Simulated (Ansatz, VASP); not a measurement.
## One calculation of InSb, two programs

File INCAR:

```
  ALGO = Normal
  EDIFF = 1E-6
  ENCUT = 500
  GGA = PS
  GGA_COMPAT = F
  ISIF = 2
  ISMEAR = 0
  LASPH = T
  LCHARG = F
  LREAL = F
  LWAVE = F
  NBANDS = 16
  NELM = 120
  PREC = Accurate
  SIGMA = 0.15
```

KPOINTS

```
k-points
0
Gamma
  14 14 8
```

File POSCAR:

```
InSb
1.0
    2.9754649214      0.0000000000      0.0000000000
    0.0000000000      3.0361886953      0.0000000000
    0.0000000000      0.0000000000      5.8525016686
In Sb
1 1
Direct
    0.0000000000      0.0000000000      0.0000000000
    0.0000000000      0.0000000000      0.5000000000
```

Input for Ansatz:

```yaml
crystal:
  lattice:
    - [2.9754649214, 0.0, 0.0]
    - [0.0, 3.0361886953, 0.0]
    - [0.0, 0.0, 5.8525016686]
  atoms:
    - { symbol: In, position: [0.0, 0.0, 0.0] }
    - { symbol: Sb, position: [0.0, 0.0, 0.5] }
basis:
  ecutwfc: 420
kpoints:
  mp_grid: { grid: [14, 14, 8] }
hamiltonian:
  xc: pbesol
  pseudopotentials: { kind: paw, azcp: { folder: soft_1 } }
scf:
  occupations: { method: gaussian, width: 0.15 }
output:
  forces: true
  stress: true
  eigenvalues: true
```

Change from the starting cell: normal strain along x -0.0200, normal strain along z -0.0400.

Alike in both runs: task single point; functional PBEsol; k mesh 14 × 14 × 8; occupations gaussian, width 0.15 eV; no spin polarisation.

|  | VASP | Ansatz |
| --- | --- | --- |
| version | VASP 6.6.1 | Ansatz 0.2.0 |
| potentials or method | VASP PAW PBE potentials, release 64 (In_d, Sb), cutoff 500 eV | scalar-relativistic, plane waves, PAW |
| valence electrons in the cell | 18 | 28 |

```csv
,VASP,Ansatz,Ansatz less VASP
gap on the k mesh at the Fermi level (eV),none,none,-
pressure (GPa),3.7,3.6,-0.07
"traceless stress, the component that is largest in VASP (GPa)",2.36,2.39,+0.038
```

VASP's potentials were made for PBE, not for PBEsol, and Ansatz warns of the same on its side. A gap of «none» marks a metal or a gap that the smearing closes. VASP's potentials hold 18 valence electrons a cell and Ansatz's 28, so a difference there can come from the potentials and not from the codes.

Spin-orbit coupling is off throughout.
